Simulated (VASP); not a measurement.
# Si (Fd-3m) in VASP: relaxation of cell and atoms with LDA

Aim: the relaxation of cell and atoms of Si with LDA.

Everything below comes from runs of VASP 6.6.1. Logs are shortened: lines on timing, memory, paths and dates and some standing lists are left out, and cuts for length are marked.

### Step 1. The cell of the first run

Symmetry: Fd-3m, No. 227, cubic system. Conventional cell: a = 5.402 Å, b = 5.402 Å, c = 5.402 Å, α = 90.00°, β = 90.00°, γ = 90.00°. Si (site symmetry -43m) has 4 Si at 2.34 Å within 3.1 Å.

### Step 2. Relaxation of cell and atoms, LDA

File INCAR:

```
SYSTEM = Si
PREC = Accurate
ENCUT = 600
EDIFF = 1E-6
ISMEAR = 0
SIGMA = 0.01
LREAL = .FALSE.
LASPH = .TRUE.
NELM = 60
ALGO = Normal
ISIF = 3
LWAVE = .FALSE.
LCHARG = .FALSE.
GGA = CA
IBRION = 2
NSW = 80
EDIFFG = -0.001
```

File KPOINTS:

```
regular mesh
0
G
  12 12 12
  0 0 0
```

File POSCAR:

```
Si
1.0
    0.0000000000      2.7008304895      2.7008304895
    2.7008304895      0.0000000000      2.7008304895
    2.7008304895      2.7008304895      0.0000000000
Si
2
Direct
    0.5000000000      0.5000000000      0.5000000000
    0.7500000000      0.7500000000      0.7500000000
```

Potentials or basis: VASP PAW LDA potentials, release 64 (Si).

The run is started by

```bash
> cat potpaw_LDA.64/Si/POTCAR > POTCAR
> mpirun -np 1 vasp_std > vasp.out
```

OUTCAR:

```text
SYSTEM = Si
   PREC = Accurate
   ENCUT = 600
   EDIFF = 1E-6
   ISMEAR = 0
   LREAL = .FALSE.
   LASPH = .TRUE.
   NELM = 60
   ISIF = 3
   GGA = CA
   IBRION = 2
   NSW = 80
   EDIFFG = -0.001

 ion  position               nearest neighbor table
   1  0.500  0.500  0.500-   2 2.34   2 2.34   2 2.34   2 2.34
   2  0.750  0.750  0.750-   1 2.34   1 2.34   1 2.34   1 2.34

  LATTYP: Found a face centered cubic cell.
 ALAT       =     5.4016609790

  Lattice vectors:

 A1 = (   0.0000000000,   2.7008304895,   2.7008304895)
 A2 = (   2.7008304895,   0.0000000000,   2.7008304895)
 A3 = (   2.7008304895,   2.7008304895,   0.0000000000)

Analysis of symmetry for initial positions (statically):
=====================================================================
 Subroutine PRICEL returns:
 Original cell was already a primitive cell.

 Routine SETGRP: Setting up the symmetry group for a
 face centered cubic supercell.

 Subroutine GETGRP returns: Found 48 space group operations
 (whereof 24 operations were pure point group operations)
 out of a pool of 48 trial point group operations.

The static configuration has the point symmetry T_d .
 The point group associated with its full space group is O_h .

Analysis of symmetry for dynamics (positions and initial velocities):
=====================================================================
 Subroutine PRICEL returns:
 Original cell was already a primitive cell.

 Routine SETGRP: Setting up the symmetry group for a
 face centered cubic supercell.

 Subroutine GETGRP returns: Found 48 space group operations
 (whereof 24 operations were pure point group operations)
 out of a pool of 48 trial point group operations.

The dynamic configuration has the point symmetry T_d .
 The point group associated with its full space group is O_h .

 Subroutine INISYM returns: Found 48 space group operations
 (whereof 24 operations are pure point group operations),
 and found     1 'primitive' translations

----------------------------------------------------------------------------------------

                                     Primitive cell

  volume of cell :      39.4023

  direct lattice vectors                    reciprocal lattice vectors
     0.000000000  2.700830489  2.700830489    -0.185128242  0.185128242  0.185128242
     2.700830489  0.000000000  2.700830489     0.185128242 -0.185128242  0.185128242
     2.700830489  2.700830489  0.000000000     0.185128242  0.185128242 -0.185128242

  length of vectors
     3.819551108  3.819551108  3.819551108     0.320651521  0.320651521  0.320651521

  position of ions in fractional coordinates (direct lattice)
     0.500000000  0.500000000  0.500000000
     0.750000000  0.750000000  0.750000000

  ion indices of the primitive-cell ions
   primitive index   ion index
                 1           1
                 2           2

----------------------------------------------------------------------------------------

 KPOINTS: regular mesh

Automatic generation of k-mesh.
 Grid dimensions read from file:
 generate k-points for:   12   12   12

 Generating k-lattice:

  Cartesian coordinates                     Fractional coordinates (reciprocal lattice)
    -0.015427353  0.015427353  0.015427353     0.083333333  0.000000000  0.000000000
     0.015427353 -0.015427353  0.015427353     0.000000000  0.083333333  0.000000000
     0.015427353  0.015427353 -0.015427353     0.000000000  0.000000000  0.083333333

  Length of vectors
     0.026720960  0.026720960  0.026720960

  Shift w.r.t. Gamma in fractional coordinates (k-lattice)
     0.000000000  0.000000000  0.000000000

 Subroutine IBZKPT returns following result:
 ===========================================

 Found     72 irreducible k-points:

 Following reciprocal coordinates:
            Coordinates               Weight
  0.000000  0.000000  0.000000      1.000000
  0.083333  0.000000  0.000000      8.000000
  0.166667  0.000000  0.000000      8.000000
  0.250000  0.000000  0.000000      8.000000
  0.333333  0.000000  0.000000      8.000000
  0.416667  0.000000  0.000000      8.000000
[... 16 lines left out ...]
  0.500000  0.166667  0.000000     24.000000
 -0.416667  0.166667  0.000000     24.000000
 [... further k-points ...]
   k-points           NKPTS =     72   k-points in BZ     NKDIM =     72   number of bands    NBANDS=      8
   number of dos      NEDOS =    301   number of ions     NIONS =      2
   total plane-waves  NPLWV =  32768
   dimension x,y,z NGX =    32 NGY =   32 NGZ =   32
   dimension x,y,z NGXF=    64 NGYF=   64 NGZF=   64
   ions per type =               2
   NGX,Y,Z   is equivalent  to a cutoff of  13.93, 13.93, 13.93 a.u.
   NGXF,Y,Z  is equivalent  to a cutoff of  27.86, 27.86, 27.86 a.u.
 SYSTEM =  Si
   PREC   = accura    normal or accurate (medium, high low for compatibility)
   ISTART =      0    job   : 0-new  1-cont  2-samecut
   ICHARG =      2    charge: 1-file 2-atom 10-const
   ISPIN  =      1    spin polarized calculation?
   LNONCOLLINEAR =      F non collinear calculations
   LSORBIT =      F    spin-orbit coupling
   LASPH  =      T    aspherical Exc in radial PAW
   ENCUT  =  600.0 eV  44.10 Ry    6.64 a.u.   7.63  7.63  7.63*2*pi/ulx,y,z
   NELM   =     60;   NELMIN=  2; NELMDL= -5     # of ELM steps
   EDIFF  = 0.1E-05   stopping-criterion for ELM
   LREAL  =      F    real-space projection
   EDIFFG = -.1E-02   stopping-criterion for IOM
   NSW    =     80    number of steps for IOM
   IBRION =      2    ionic relax: 0-MD 1-quasi-New 2-CG
   NFREE  =      1    steps in history (QN), initial steepest desc. (CG)
   ISIF   =      3    stress and relaxation
   ISYM   =      2    0-nonsym 1-usesym 2-fastsym
   POTIM  = 0.5000    time-step for ionic-motion
   TEBEG  =    0.0;   TEEND  =   0.0 temperature during run
   PSTRESS=    0.0 pullay stress
   NELECT =       8.0000    total number of electrons
   NUPDOWN=      -1.0000    fix difference up-down
   EMIN   =  10.00;   EMAX   =-10.00  energy-range for DOS
   EFERMI =   0.00;   METHOD = LEGACY
   ISMEAR =     0;   SIGMA  =   0.01  broadening in eV -4-tet -1-fermi 0-gaus
   EFERMI_NEDOS =   21; number of points for ismear=-14 and -15
   IALGO  =     38    algorithm
   IMIX   =      4    mixing-type and parameters
     AMIX     =   0.40;   BMIX     =  1.00
     AMIX_MAG =   1.60;   BMIX_MAG =  1.00
  volume/ion in A,a.u.               =      19.70       132.95
  Fermi-wavevector in a.u.,A,eV,Ry     =   0.962197  1.818289 12.596597  0.925824
  Thomas-Fermi vector in A             =   2.091635
   LORBIT       =      0    0 simple, 1 ext, 2 COOP (PROOUT), +10 PAW based schemes
   GGA     = CA    functional components
   LHFCALC =     F    Hartree Fock is set to
   AEXX    =    0.0000 exact exchange contribution
   IVDW    =     0    specifies the selected vdW correction
   LEPSILON=     F    determine dielectric tensor
   LRPA    =     F    only Hartree local field effects (RPA)
 conjugate gradient relaxation of ions
 non-spin polarized calculation
 Gauss-broadening in eV      SIGMA  =   0.01
  energy-cutoff  :      600.00
  volume of cell :       39.40
 maximum number of plane-waves:      1363
   NGX = 15   NGY = 15   NGZ = 15

--------------------------------------- Ionic step        1  -------------------------------------------

 number of electron       7.9999999 magnetization

 Free energy of the ion-electron system (eV)
  ---------------------------------------------------
  ext. energy  EPLUGINS =         0.00000000
  ---------------------------------------------------
  free energy    TOTEN  =       -11.91994207 eV

  energy without entropy =      -11.91994207  energy(sigma->0) =      -11.91994207

------------------------ aborting loop because EDIFF is reached ----------------------------------------

  FORCE on cell =-STRESS in cart. coord.  units (eV):
  Direction    XX          YY          ZZ          XY          YZ          ZX
  --------------------------------------------------------------------------------------
  -------------------------------------------------------------------------------------
  Total        0.0173659      0.0173659      0.0173659     -0.0000000     -0.0000000      0.0000000
  in kB        0.7061323      0.7061323      0.7061323     -0.0000000     -0.0000000      0.0000000
  external PRESSURE =       0.7061323 kB  Pullay stress =       0.0000000 kB
[... 57 lines left out ...]
  energy  without entropy=      -11.9199448178  energy(sigma->0) =      -11.91994482

--------------------------------------- Ionic step        3  -------------------------------------------

 number of electron       7.9999999 magnetization

 Free energy of the ion-electron system (eV)
  ---------------------------------------------------
  ext. energy  EPLUGINS =         0.00000000
  ---------------------------------------------------
  free energy    TOTEN  =       -11.91994824 eV

  energy without entropy =      -11.91994824  energy(sigma->0) =      -11.91994824

 E-fermi :   6.0127     XC(G=0):  -9.6636

 val. band max:        5.9271597854   @ k =   0.0000   0.0000   0.0000
 cond. band min:       6.3703206029   @ k =   0.4167   0.4167   0.0000
 fundamental gap:      0.4431608175
 Fermi energy:         6.0126678953

 k-point     1 :       0.0000    0.0000    0.0000
  band No.  band energies     occupation
      1      -6.1354      2.00000
      2       5.9272      2.00000
      3       5.9272      2.00000
      4       5.9272      2.00000
      5       8.4580      0.00000
      6       8.4580      0.00000
      7       8.4580      0.00000
      8       9.3130      0.00000
[... 243 lines left out ...]
 k-point    24 :      -0.4167    0.1667    0.0000
  band No.  band energies     occupation
      1      -3.4824      2.00000
      2      -0.9151      2.00000
      3       2.8832      2.00000
      4       4.3153      2.00000
      5       8.0354      0.00000
      6       9.9448      0.00000
      7      10.2841      0.00000
      8      13.8586      0.00000

 [... further k-points ...]
[... 5 lines left out ...]
  --------------------------------------------------------------------------------------
  -------------------------------------------------------------------------------------
  Total       -0.0002215     -0.0002215     -0.0002215     -0.0000000      0.0000000      0.0000000
  in kB       -0.0090001     -0.0090001     -0.0090001     -0.0000000      0.0000000      0.0000000
  external PRESSURE =      -0.0090001 kB  Pullay stress =       0.0000000 kB
[... 17 lines left out ...]
  FREE ENERGIE OF THE ION-ELECTRON SYSTEM (eV)
  ---------------------------------------------------
  free  energy   TOTEN  =       -11.9199482381 eV

  energy  without entropy=      -11.9199482381  energy(sigma->0) =      -11.91994824

 reached required accuracy - stopping structural energy minimisation
```

Run time: 21 s. Hardware: 1 thread of Intel Xeon 6975P-C, shared host; peak memory 0.16 GiB.

What came out:

```
Free energy                            : -11.9199 eV
Relaxed volume                         : 19.72 Å³/atom
Relaxed cell                           : a = 3.820 Å, b = 3.820 Å, c = 3.820 Å, α = 60.00°, β = 60.00°, γ = 60.00°
Space group after relaxing (to 0.05 Å) : Fd-3m (No. 227)
Energy gained by relaxing              : 0.0 meV/atom
Ionic steps                            : 3
Pressure after relaxing                : 0.0 GPa
Band gap on the k mesh                 : 0.44 eV, indirect (least direct gap 2.53 eV)
```

Final structure:
```yaml
crystal:
  lattice:
    - [0.00000, 2.70148, 2.70148]
    - [2.70148, 0.00000, 2.70148]
    - [2.70148, 2.70148, 0.00000]
  atoms:
    - { symbol: Si, position: [0.50000, 0.50000, 0.50000] }
    - { symbol: Si, position: [0.75000, 0.75000, 0.75000] }
```

Levels at points of the mesh, in eV from the valence-band top:
| k point | band 2 | band 3 | band 4 | band 5 | band 6 | band 7 |
| --- | --- | --- | --- | --- | --- | --- |
| (0.00, 0.00, 0.00) | 0.00 | 0.00 | 0.00 | 2.53 | 2.53 | 2.53 |
| (0.50, 0.00, 0.00) | -7.06 | -1.21 | -1.21 | 1.48 | 3.29 | 3.29 |
| (0.50, 0.50, 0.00) | -7.86 | -2.89 | -2.89 | 0.58 | 0.58 | 10.11 |

A k mesh can miss the band edges.
